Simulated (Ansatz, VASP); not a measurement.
# One calculation of InP, two programs

```
CELL_PARAMETERS angstrom
0.00000 2.94991 2.94991
2.94991 0.00000 2.94991
2.94991 2.94991 0.00000
ATOMIC_POSITIONS crystal
In 0.00000 0.00000 0.00000
P 0.75000 0.75000 0.75000
```

Alike in both runs: task single point; functional PBEsol; k mesh 8 × 8 × 8; occupations fermi-dirac, width 0.05 eV; no spin polarisation.

```csv
,VASP,Ansatz
version,VASP 6.6.1,Ansatz 0.2.0
potentials or method,"VASP PAW PBE potentials, release 64 (In_d, P)",Ansatz PAW
plane-wave cutoff (eV),520,420
valence electrons in the cell,18,18
```

```tsv
	VASP	Ansatz	Ansatz less VASP
gap on the k mesh at the Fermi level (eV)	0.51	0.51	+0.002
least direct gap on the mesh (eV)	0.51	0.51	+0.002
pressure (GPa)	-0.7	-0.7	+0.02
```

VASP's potentials were made for PBE, not for PBEsol. With one functional, cell and mesh, what is left measures potentials, basis and numerics.
